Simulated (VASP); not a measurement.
Set up this calculation in VASP 6.6.1, as the native input.

```yaml
Task: single point
Functional: PBE
Potentials_or_basis: VASP PAW PBE potentials, release 64 (As, Pt)
Cutoff: 500 eV
k_mesh: 4 × 4 × 4
Occupations: gaussian, width 0.1 eV
Spin: no spin polarisation
Dipole_correction: no
Further_INCAR_settings: ALGO = Normal; EDIFF = 1e-06; NBANDS = 52
```

The structure of As2Pt lies in POSCAR:

```
As2Pt
1.0
    6.0592053490      0.0000000000      0.0000000000
    0.0000000000      6.0592053490      0.0000000000
    0.0000000000      0.0000000000      6.0592053490
As Pt
8 4
Direct
    0.3835341348      0.3835341348      0.3835341348
    0.1164658652      0.6164658652      0.8835341348
    0.8835341348      0.1164658652      0.6164658652
    0.6164658652      0.8835341348      0.1164658652
    0.6164658652      0.6164658652      0.6164658652
    0.8835341348      0.3835341348      0.1164658652
    0.1164658652      0.8835341348      0.3835341348
    0.3835341348      0.1164658652      0.8835341348
    0.0000000000      0.0000000000      0.0000000000
    0.5000000000      0.0000000000      0.5000000000
    0.5000000000      0.5000000000      0.0000000000
    0.0000000000      0.5000000000      0.5000000000
```

The input as run:

INCAR

```
SYSTEM = As2Pt
ALGO = Normal ; EDIFF = 1E-6
ENCUT = 500 ; GGA = PE
GGA_COMPAT = .False. ; ISIF = 2
ISMEAR = 0 ; LASPH = .True.
LCHARG = .False. ; LREAL = .False.
LWAVE = .False. ; NBANDS = 52
NELM = 120 ; PREC = Accurate
SIGMA = 0.1
```

KPOINTS

```
k-points
0
Gamma
  4 4 4
  0 0 0
```

Potentials or basis: VASP PAW PBE potentials, release 64 (As, Pt).

Command:

```console
$ cat potpaw_PBE.64/As/POTCAR potpaw_PBE.64/Pt/POTCAR > POTCAR
$ mpirun -np 1 vasp_std > vasp.out
```

It gave:

The pressure is -0.1 GPa. The largest force is 0.036 eV/Å and the band gap on the k mesh is 0.32 eV, indirect (least direct gap 0.78 eV).

Caveat: spin-orbit coupling is left out, which moves the levels of the heavy elements.

Run time: 58 s on 1 thread of Intel(R) Xeon(R) Platinum 8481C CPU @ 2.70GHz (Sapphire Rapids), with other jobs on the host, peak memory 0.36 GiB.
